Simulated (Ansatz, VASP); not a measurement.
## AlNi: VASP beside Ansatz

```
Al Ni
1.0
     2.86217    0.00000    0.00000
     0.00000    2.86217    0.00000
     0.00000    0.00000    2.86217
Al Ni
1 1
Direct
  0.00000 0.00000 0.00000
  0.42139 0.50000 0.50000
```

Alike in both runs: task single point; functional PBEsol; k mesh 20 × 20 × 20; occupations gaussian, width 0.15 eV; no spin polarisation.

```csv
,VASP,Ansatz
version,VASP 6.6.1,Ansatz 0.2.0
potentials or method,"VASP PAW PBE potentials, release 64 (Al, Ni), cutoff 600 eV","scalar-relativistic, plane waves, PAW"
valence electrons in the cell,13,21
```

Ansatz gave:

```
gap on the k mesh at the Fermi level (eV)                     : none
pressure (GPa)                                                : 3.5
traceless stress, the component that is largest in VASP (GPa) : -1.89
rms of the force components (eV/Å)                            : 0.807
```

Which values does VASP return?

gap on the k mesh at the Fermi level (eV): none; pressure (GPa): 3.6; traceless stress, the component that is largest in VASP (GPa): -1.91; rms of the force components (eV/Å): 0.811.

VASP's potentials were made for PBE, not for PBEsol. Atom by atom the forces differ by 0.004 eV/Å (rms over components). A gap of «none» marks a metal or a gap that the smearing closes. The functional is the same, so the differences come from potentials, cutoffs and numerics. VASP's potentials hold 13 valence electrons a cell and Ansatz's 21, so a difference there can come from the potentials and not from the codes.
